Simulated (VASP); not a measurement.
Write the native input for VASP 6.6.1 that does the following.

| Property | Result |
| --- | --- |
| Task | single point |
| Functional | PBEsol |
| Potentials or basis | VASP PAW PBE potentials, release 64 (Ti_sv, C) |
| Cutoff | 520 eV |
| k mesh | 18 × 18 × 18 |
| Occupations | gaussian, width 0.15 eV |
| Spin | no spin polarisation |
| Dipole correction | no |
| Further INCAR settings | ALGO = Normal; EDIFF = 1e-06; NBANDS = 21 |

The structure of Ti2C lies in POSCAR:

```
Ti2C
1.0
    1.4653474514      0.8460187455      4.3909235034
   -1.4653474514      0.8460187455      4.3909235034
    0.0000000000     -1.6920374911      4.3909235034
Ti C
2 1
Direct
    0.2458180107      0.2458180107      0.2458180107
    0.7541819893      0.7541819893      0.7541819893
    0.5000000000      0.5000000000      0.5000000000
```

This cell differs from its parent crystal: strain -0.040 along x and y, -0.080 along z.

One way to write it, as run:

INCAR

```
SYSTEM = Ti2C
ALGO = Normal
EDIFF = 1E-6
ENCUT = 520
GGA = PS
ISIF = 2
ISMEAR = 0
LASPH = .TRUE.
LCHARG = .TRUE.
LELF = .TRUE.
LREAL = .FALSE.
LVHAR = .TRUE.
LWAVE = .FALSE.
NBANDS = 21
NELM = 100
PREC = Accurate
SIGMA = 0.15
```

KPOINTS

```
k-points
0
G
  18 18 18
  0 0 0
```

Potentials or basis: VASP PAW PBE potentials, release 64 (Ti_sv, C).

Run with:

```console
$ cat potpaw_PBE.64/Ti_sv/POTCAR potpaw_PBE.64/C/POTCAR > POTCAR
$ mpirun -np 1 vasp_std > vasp.out
```

It gave:

- Pressure: 44.4 GPa
- Largest force: 2.578 eV/Å
- Band gap on the k mesh: zero (band 14 reaches 11.14 eV, above the bottom of band 15 at 9.91 eV)

Caveat: the cell differs from its parent crystal (strain -0.040 along x and y, -0.080 along z); the PAW data sets were made with another functional, which shifts forces and pressure a little.

Run time: 13 min on 1 thread of AMD EPYC 7R13 Processor (Zen 3) (shared host), peak memory 0.46 GiB.
